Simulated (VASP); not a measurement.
# BN (F-43m) in VASP: further runs

BN is run at these levels: PBE; tasks: single point, relaxation of cell and atoms.

All numbers are computed with VASP 6.6.1; they aren't measurements. Logs are shortened: lines on timing, memory, paths and dates and some standing lists are left out, and cuts for length are marked.

### Step 1. The cell of the first run

Symmetry: F-43m, No. 216, cubic system. The conventional cell has a = 3.625 Å, b = 3.625 Å, c = 3.625 Å, α = 90.00°, β = 90.00°, γ = 90.00°. B (site symmetry -43m) has 4 N at 1.57 Å within 2.1 Å. Within 2.1 Å of N (site symmetry -43m) lie 4 B at 1.57 Å.

### Step 2. Single point, PBE

Input file INCAR:

```
SYSTEM = BN
ALGO = Normal
EDIFF = 1E-7
ENCUT = 520
GGA = PE
ISIF = 2
ISMEAR = 0
LASPH = .TRUE.
LCHARG = .TRUE.
LELF = .TRUE.
LREAL = .FALSE.
LVHAR = .TRUE.
LWAVE = .FALSE.
NBANDS = 11
NELM = 80
PREC = Accurate
SIGMA = 0.02
```

Input file KPOINTS:

```
k-points
0
G
  12 12 12
  0 0 0
```

Input file POSCAR:

```
BN
1.0
    0.0000000000      1.8123937734      1.8123937734
    1.8123937734      0.0000000000      1.8123937734
    1.8123937734      1.8123937734      0.0000000000
B N
1 1
Direct
    0.0000000000      0.0000000000      0.0000000000
    0.7500000000      0.7500000000      0.7500000000
```

Potentials or basis: VASP PAW PBE potentials, release 64 (B, N).

Started as:

```sh
cat potpaw_PBE.64/B/POTCAR potpaw_PBE.64/N/POTCAR > POTCAR
mpirun -np 1 vasp_std > vasp.out
```

OUTCAR:

```text
SYSTEM = BN
   EDIFF = 1E-7
   ENCUT = 520
   GGA = PE
   ISIF = 2
   ISMEAR = 0
   LASPH = .TRUE.
   LREAL = .FALSE.
   NELM = 80
   PREC = Accurate

 ion  position               nearest neighbor table
   1  0.000  0.000  0.000-   2 1.57   2 1.57   2 1.57   2 1.57
   2  0.750  0.750  0.750-   1 1.57   1 1.57   1 1.57   1 1.57

  LATTYP: Found a face centered cubic cell.
 ALAT       =     3.6247875468

  Lattice vectors:

 A1 = (   0.0000000000,   1.8123937734,   1.8123937734)
 A2 = (   1.8123937734,   0.0000000000,   1.8123937734)
 A3 = (   1.8123937734,   1.8123937734,   0.0000000000)

Analysis of symmetry for initial positions (statically):
=====================================================================
 Subroutine PRICEL returns:
 Original cell was already a primitive cell.

 Routine SETGRP: Setting up the symmetry group for a
 face centered cubic supercell.

 Subroutine GETGRP returns: Found 24 space group operations
 (whereof 24 operations were pure point group operations)
 out of a pool of 48 trial point group operations.

The static configuration has the point symmetry T_d .

Analysis of symmetry for dynamics (positions and initial velocities):
=====================================================================
 Subroutine PRICEL returns:
 Original cell was already a primitive cell.

 Routine SETGRP: Setting up the symmetry group for a
 face centered cubic supercell.

 Subroutine GETGRP returns: Found 24 space group operations
 (whereof 24 operations were pure point group operations)
 out of a pool of 48 trial point group operations.

The dynamic configuration has the point symmetry T_d .

 Subroutine INISYM returns: Found 24 space group operations
 (whereof 24 operations are pure point group operations),
 and found     1 'primitive' translations

----------------------------------------------------------------------------------------

                                     Primitive cell

  volume of cell :      11.9066

  direct lattice vectors                    reciprocal lattice vectors
     0.000000000  1.812393773  1.812393773    -0.275878238  0.275878238  0.275878238
     1.812393773  0.000000000  1.812393773     0.275878238 -0.275878238  0.275878238
     1.812393773  1.812393773  0.000000000     0.275878238  0.275878238 -0.275878238

  length of vectors
     2.563111855  2.563111855  2.563111855     0.477835124  0.477835124  0.477835124

  position of ions in fractional coordinates (direct lattice)
     0.000000000  0.000000000  0.000000000
     0.750000000  0.750000000  0.750000000

  ion indices of the primitive-cell ions
   primitive index   ion index
                 1           1
                 2           2

----------------------------------------------------------------------------------------

 KPOINTS: k-points

Automatic generation of k-mesh.
 Grid dimensions read from file:
 generate k-points for:   12   12   12

 Generating k-lattice:

  Cartesian coordinates                     Fractional coordinates (reciprocal lattice)
    -0.022989853  0.022989853  0.022989853     0.083333333  0.000000000  0.000000000
     0.022989853 -0.022989853  0.022989853     0.000000000  0.083333333  0.000000000
     0.022989853  0.022989853 -0.022989853     0.000000000  0.000000000  0.083333333

  Length of vectors
     0.039819594  0.039819594  0.039819594

  Shift w.r.t. Gamma in fractional coordinates (k-lattice)
     0.000000000  0.000000000  0.000000000

 Subroutine IBZKPT returns following result:
 ===========================================

 Found     72 irreducible k-points:

 Following reciprocal coordinates:
            Coordinates               Weight
  0.000000  0.000000  0.000000      1.000000
  0.083333  0.000000  0.000000      8.000000
  0.166667  0.000000  0.000000      8.000000
  0.250000  0.000000  0.000000      8.000000
  0.333333  0.000000  0.000000      8.000000
  0.416667  0.000000  0.000000      8.000000
[... 16 lines left out ...]
  0.500000  0.166667  0.000000     24.000000
 -0.416667  0.166667  0.000000     24.000000
 [... further k-points ...]
   k-points           NKPTS =     72   k-points in BZ     NKDIM =     72   number of bands    NBANDS=     11
   number of dos      NEDOS =    301   number of ions     NIONS =      2
   total plane-waves  NPLWV =   8000
   dimension x,y,z NGX =    20 NGY =   20 NGZ =   20
   dimension x,y,z NGXF=    40 NGYF=   40 NGZF=   40
   ions per type =               1   1
   NGX,Y,Z   is equivalent  to a cutoff of  12.97, 12.97, 12.97 a.u.
   NGXF,Y,Z  is equivalent  to a cutoff of  25.94, 25.94, 25.94 a.u.
 SYSTEM =  BN
   PREC   = accura    normal or accurate (medium, high low for compatibility)
   ISTART =      0    job   : 0-new  1-cont  2-samecut
   ICHARG =      2    charge: 1-file 2-atom 10-const
   ISPIN  =      1    spin polarized calculation?
   LNONCOLLINEAR =      F non collinear calculations
   LSORBIT =      F    spin-orbit coupling
   LASPH  =      T    aspherical Exc in radial PAW
   ENCUT  =  520.0 eV  38.22 Ry    6.18 a.u.   4.77  4.77  4.77*2*pi/ulx,y,z
   NELM   =     80;   NELMIN=  2; NELMDL= -5     # of ELM steps
   EDIFF  = 0.1E-06   stopping-criterion for ELM
   LREAL  =      F    real-space projection
   EDIFFG = 0.1E-05   stopping-criterion for IOM
   NSW    =      0    number of steps for IOM
   IBRION =     -1    ionic relax: 0-MD 1-quasi-New 2-CG
   NFREE  =      0    steps in history (QN), initial steepest desc. (CG)
   ISIF   =      2    stress and relaxation
   ISYM   =      2    0-nonsym 1-usesym 2-fastsym
   POTIM  = 0.5000    time-step for ionic-motion
   TEBEG  =    0.0;   TEEND  =   0.0 temperature during run
   PSTRESS=    0.0 pullay stress
   NELECT =       8.0000    total number of electrons
   NUPDOWN=      -1.0000    fix difference up-down
   EMIN   =  10.00;   EMAX   =-10.00  energy-range for DOS
   EFERMI =   0.00;   METHOD = LEGACY
   ISMEAR =     0;   SIGMA  =   0.02  broadening in eV -4-tet -1-fermi 0-gaus
   EFERMI_NEDOS =   21; number of points for ismear=-14 and -15
   IALGO  =     38    algorithm
   IMIX   =      4    mixing-type and parameters
     AMIX     =   0.40;   BMIX     =  1.00
     AMIX_MAG =   1.60;   BMIX_MAG =  1.00
  volume/ion in A,a.u.               =       5.95        40.17
  Fermi-wavevector in a.u.,A,eV,Ry     =   1.433867  2.709616 27.973240  2.055975
  Thomas-Fermi vector in A             =   2.553338
   LORBIT       =      0    0 simple, 1 ext, 2 COOP (PROOUT), +10 PAW based schemes
   GGA     = PE    functional components
   LHFCALC =     F    Hartree Fock is set to
   AEXX    =    0.0000 exact exchange contribution
   IVDW    =     0    specifies the selected vdW correction
   LEPSILON=     F    determine dielectric tensor
   LRPA    =     F    only Hartree local field effects (RPA)
 non-spin polarized calculation
 Gauss-broadening in eV      SIGMA  =   0.02
  energy-cutoff  :      520.00
  volume of cell :       11.91
 maximum number of plane-waves:       332
   NGX =  9   NGY =  9   NGZ =  9

 number of electron       7.9999999 magnetization

 Free energy of the ion-electron system (eV)
  ---------------------------------------------------
  ext. energy  EPLUGINS =         0.00000000
  ---------------------------------------------------
  free energy    TOTEN  =       -17.45101388 eV

  energy without entropy =      -17.45101388  energy(sigma->0) =      -17.45101388

 E-fermi :   7.4052     XC(G=0): -12.7820

 val. band max:        7.3033485403   @ k =   0.0000   0.0000   0.0000
 cond. band min:      11.7540763421   @ k =   0.5000   0.5000   0.0000
 fundamental gap:      4.4507278019
 Fermi energy:         7.4052019988

 k-point     1 :       0.0000    0.0000    0.0000
  band No.  band energies     occupation
      1     -12.8354      2.00000
      2       7.3033      2.00000
      3       7.3033      2.00000
      4       7.3033      2.00000
      5      16.0846      0.00000
      6      16.0846      0.00000
      7      16.0846      0.00000
      8      17.5211      0.00000
      9      31.9035      0.00000
     10      34.9731      0.00000
     11      34.9731      0.00000

 k-point     2 :       0.0833    0.0000    0.0000
  band No.  band energies     occupation
      1     -12.6674      2.00000
      2       6.3958      2.00000
      3       7.1243      2.00000
      4       7.1243      2.00000
      5      16.2824      0.00000
      6      16.3563      0.00000
      7      16.3563      0.00000
      8      18.0910      0.00000
      9      31.7176      0.00000
     10      32.7775      0.00000
     11      32.7775      0.00000

 k-point     3 :       0.1667    0.0000    0.0000
  band No.  band energies     occupation
      1     -12.1699      2.00000
      2       4.3082      2.00000
      3       6.6884      2.00000
      4       6.6884      2.00000
      5      16.5778      0.00000
      6      16.9881      0.00000
      7      16.9881      0.00000
      8      19.4275      0.00000
      9      31.1924      0.00000
     10      31.2312      0.00000
     11      31.2312      0.00000

 k-point     4 :       0.2500    0.0000    0.0000
  band No.  band energies     occupation
      1     -11.3667      2.00000
      2       1.8573      2.00000
      3       6.1848      2.00000
      4       6.1848      2.00000
      5      16.8649      0.00000
      6      17.5931      0.00000
      7      17.5931      0.00000
      8      20.7673      0.00000
      9      30.6507      0.00000
     10      30.8268      0.00000
     11      30.8268      0.00000
[... 239 lines left out ...]
 k-point    22 :       0.4167    0.1667    0.0000
  band No.  band energies     occupation
      1      -9.4330      2.00000
      2      -0.8195      2.00000
      3       4.1880      2.00000
      4       4.3732      2.00000
      5      15.7690      0.00000
      6      19.6258      0.00000
      7      20.1176      0.00000
      8      20.9860      0.00000
      9      27.5965      0.00000
     10      33.3788      0.00000
     11      35.5934      0.00000

 k-point    23 :       0.5000    0.1667    0.0000
  band No.  band energies     occupation
      1      -8.4781      2.00000
      2      -2.3593      2.00000
      3       3.6064      2.00000
      4       4.4450      2.00000
      5      16.1248      0.00000
      6      19.5560      0.00000
      7      19.8778      0.00000
      8      22.2795      0.00000
      9      27.9708      0.00000
     10      33.5510      0.00000
     11      34.7977      0.00000

 k-point    24 :      -0.4167    0.1667    0.0000
  band No.  band energies     occupation
      1      -8.2961      2.00000
      2      -2.6242      2.00000
      3       3.2075      2.00000
      4       4.7573      2.00000
      5      16.5754      0.00000
      6      19.4088      0.00000
      7      19.4854      0.00000
      8      22.8886      0.00000
      9      28.2575      0.00000
     10      32.5542      0.00000
     11      33.8215      0.00000

 [... further k-points ...]

------------------------ aborting loop because EDIFF is reached ----------------------------------------

  FORCE on cell =-STRESS in cart. coord.  units (eV):
  Direction    XX          YY          ZZ          XY          YZ          ZX
  --------------------------------------------------------------------------------------
  -------------------------------------------------------------------------------------
  Total        0.0153454      0.0153454      0.0153454      0.0000000     -0.0000000      0.0000000
  in kB        2.0649114      2.0649114      2.0649114      0.0000000     -0.0000000      0.0000000
  external PRESSURE =       2.0649114 kB  Pullay stress =       0.0000000 kB

 VOLUME and BASIS-vectors are now :
 -----------------------------------------------------------------------------
  energy-cutoff  :      520.00
  volume of cell :       11.91
      direct lattice vectors                 reciprocal lattice vectors
     0.000000000  1.812393773  1.812393773    -0.275878238  0.275878238  0.275878238
     1.812393773  0.000000000  1.812393773     0.275878238 -0.275878238  0.275878238
     1.812393773  1.812393773  0.000000000     0.275878238  0.275878238 -0.275878238

 POSITION                                       TOTAL-FORCE (eV/Angst)
 -----------------------------------------------------------------------------------
      0.00000      0.00000      0.00000         0.000000      0.000000      0.000000
      2.71859      2.71859      2.71859        -0.000000     -0.000000     -0.000000
 -----------------------------------------------------------------------------------
    total drift:                               -0.000000     -0.000000     -0.000000

  FREE ENERGIE OF THE ION-ELECTRON SYSTEM (eV)
  ---------------------------------------------------
  free  energy   TOTEN  =       -17.4510138779 eV

  energy  without entropy=      -17.4510138779  energy(sigma->0) =      -17.45101388
```

Wall time 15 s (1 thread of Intel Xeon Platinum 8259CL at 2.50GHz (Skylake/Cascade Lake), shared host); peak memory 0.12 GiB.

Results:

```yaml
Free_energy: -17.4510 eV
Pressure: 0.2 GPa
Band_gap_on_the_k_mesh: 4.45 eV, indirect (least direct gap 8.78 eV)
```

Levels at points of the mesh, in eV from the valence-band top:
```csv
k point,band 1,band 2,band 3,band 4,band 5,band 6,band 7,band 8
"(0.00, 0.00, 0.00)",-20.14,0.00,0.00,0.00,8.78,8.78,8.78,10.22
"(0.50, 0.00, 0.00)",-15.96,-10.62,-1.92,-1.92,10.04,10.66,10.66,15.17
"(0.50, 0.50, 0.00)",-14.60,-8.86,-4.86,-4.86,4.45,9.19,17.79,17.79
```

### Step 3. Relaxation of cell and atoms, PBE

Input file INCAR:

```
SYSTEM = BN
  ALGO = Normal
  EDIFF = 1E-6
  EDIFFG = -0.005
  ENCUT = 600
  GGA = PE
  IBRION = 2
  ISIF = 3
  ISMEAR = 0
  LASPH = .TRUE.
  LCHARG = .FALSE.
  LREAL = .FALSE.
  LWAVE = .FALSE.
  NELM = 60
  NSW = 100
  PREC = Accurate
  SIGMA = 0.02
```

KPOINTS is that of step 2.

Input file POSCAR:

```
BN
1.0
    0.0000000000      1.8130010000      1.8130010000
    1.8130010000      0.0000000000      1.8130010000
    1.8130010000      1.8130010000      0.0000000000
B N
1 1
Direct
    0.0000000000      0.0000000000      0.0000000000
    0.7500000000      0.7500000000      0.7500000000
```

Potentials or basis: VASP PAW PBE potentials, release 64 (B, N).

Started as:

```sh
cat potpaw_PBE.64/B/POTCAR potpaw_PBE.64/N/POTCAR > POTCAR
mpirun -np 1 vasp_std > vasp.out
```

OUTCAR:

```text
SYSTEM = BN
   EDIFF = 1E-6
   EDIFFG = -0.005
   ENCUT = 600
   GGA = PE
   IBRION = 2
   ISIF = 3
   ISMEAR = 0
   LASPH = .TRUE.
   LREAL = .FALSE.
   NELM = 60
   NSW = 100
   PREC = Accurate

 ion  position               nearest neighbor table
   1  0.000  0.000  0.000-   2 1.57   2 1.57   2 1.57   2 1.57
   2  0.750  0.750  0.750-   1 1.57   1 1.57   1 1.57   1 1.57

  LATTYP: Found a face centered cubic cell.
 ALAT       =     3.6260020000

  Lattice vectors:

 A1 = (   0.0000000000,   1.8130010000,   1.8130010000)
 A2 = (   1.8130010000,   0.0000000000,   1.8130010000)
 A3 = (   1.8130010000,   1.8130010000,   0.0000000000)

Analysis of symmetry for initial positions (statically):
=====================================================================
 Subroutine PRICEL returns:
[... 258 lines left out ...]
 fundamental gap:      4.4510988079
 Fermi energy:         7.4023831167

 k-point     1 :       0.0000    0.0000    0.0000
  band No.  band energies     occupation
      1     -12.8357      2.00000
      2       7.3051      2.00000
      3       7.3051      2.00000
      4       7.3051      2.00000
      5      16.0871      0.00000
      6      16.0871      0.00000
      7      16.0871      0.00000
      8      17.5264      0.00000
[... 243 lines left out ...]
 k-point    24 :      -0.4167    0.1667    0.0000
  band No.  band energies     occupation
      1      -8.2961      2.00000
      2      -2.6245      2.00000
      3       3.2087      2.00000
      4       4.7586      2.00000
      5      16.5781      0.00000
      6      19.4130      0.00000
      7      19.4885      0.00000
      8      22.8920      0.00000

 [... further k-points ...]

------------------------ aborting loop because EDIFF is reached ----------------------------------------

  FORCE on cell =-STRESS in cart. coord.  units (eV):
  Direction    XX          YY          ZZ          XY          YZ          ZX
  --------------------------------------------------------------------------------------
  -------------------------------------------------------------------------------------
  Total       -0.0000005     -0.0000005     -0.0000005      0.0000000      0.0000000      0.0000000
  in kB       -0.0000669     -0.0000669     -0.0000669      0.0000000      0.0000000      0.0000000
  external PRESSURE =      -0.0000669 kB  Pullay stress =       0.0000000 kB
[... 17 lines left out ...]
  FREE ENERGIE OF THE ION-ELECTRON SYSTEM (eV)
  ---------------------------------------------------
  free  energy   TOTEN  =       -17.4546549399 eV

  energy  without entropy=      -17.4546549399  energy(sigma->0) =      -17.45465494

 reached required accuracy - stopping structural energy minimisation
```

OSZICAR:

```text
N       E                     dE             d eps       ncg     rms          rms(c)
DAV:   1     0.164931453512E+02    0.16493E+02   -0.55231E+03  1160   0.110E+03
DAV:   2    -0.180817344466E+02   -0.34575E+02   -0.33954E+02  1576   0.207E+02
DAV:   3    -0.184058758498E+02   -0.32414E+00   -0.32414E+00  1312   0.241E+01
[... 17 lines left out ...]
       N       E                     dE             d eps       ncg     rms          rms(c)
DAV:   1    -0.174546781355E+02   -0.41249E-04   -0.71628E-04  1256   0.276E-01    0.346E-02
DAV:   2    -0.174546564010E+02    0.21735E-04   -0.10032E-04  1416   0.803E-02    0.928E-03
DAV:   3    -0.174546553611E+02    0.10398E-05   -0.25199E-06  1056   0.167E-02    0.386E-03
DAV:   4    -0.174546549399E+02    0.42117E-06   -0.44050E-07   576   0.645E-03
   3 F= -.17454655E+02 E0= -.17454655E+02  d E =-.205430E-04
```

It took 21 s on 1 thread of Intel Xeon Platinum 8259CL at 2.50GHz (Skylake/Cascade Lake), shared host; peak memory 0.11 GiB.

Results:

```
Free energy                            : -17.4547 eV
Relaxed volume                         : 5.95 Å³/atom
Relaxed cell                           : a = 2.563 Å, b = 2.563 Å, c = 2.563 Å, α = 60.00°, β = 60.00°, γ = 60.00°
Space group after relaxing (to 0.05 Å) : F-43m (No. 216)
Energy gained by relaxing              : 0.0 meV/atom
Ionic steps                            : 3
Pressure after relaxing                : 0.0 GPa
Band gap on the k mesh                 : 4.45 eV, indirect (least direct gap 8.78 eV)
```

Final structure:
```
B N
1.0
     0.00000    1.81229    1.81229
     1.81229    0.00000    1.81229
     1.81229    1.81229    0.00000
B N
1 1
Direct
  0.00000 0.00000 0.00000
  0.75000 0.75000 0.75000
```

A k mesh can miss the band edges. A hybrid or GW would open this gap; PBE tends to underestimate it.

[end of part 1 of 2]
